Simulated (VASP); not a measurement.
Here is a VASP 6.6.1 calculation.

Contents of INCAR:

```
ALGO = Fast ; EDIFF = 1E-7
ENCUT = 520 ; GGA = PS
ISIF = 2 ; ISMEAR = 0
LASPH = True ; LCHARG = True
LELF = True ; LREAL = False
LVHAR = True ; LWAVE = False
NBANDS = 22 ; NELM = 100
PREC = Accurate ; SIGMA = 0.1
```

The input KPOINTS:

```
k-points
0
Gamma
  18 18 10
```

The input POSCAR:

```
Bi
1.0
    3.4786120979      0.0000000000      0.0000000000
   -1.7393060490      3.0125664467      0.0000000000
    0.0000000000      0.0000000000      5.7400296739
Bi
2
Direct
    0.3333333333      0.6666666667      0.2500000000
    0.6666666667      0.3333333333      0.7500000000
```

Potentials or basis: VASP PAW PBE potentials, release 64 (Bi_d).

Command:

```sh
$ cat potpaw_PBE.64/Bi_d/POTCAR > POTCAR
$ mpirun -np 1 vasp_std > vasp.out
```

What does it give for the pressure?

-0.1 GPa.

Estimate the band gap on the k mesh.

zero (band 15 reaches 12.62 eV, above the bottom of band 16 at 5.32 eV).

Caveat: the PAW data sets were made with another functional, which shifts forces and pressure a little; spin-orbit coupling is left out, which moves the levels of the heavy elements.
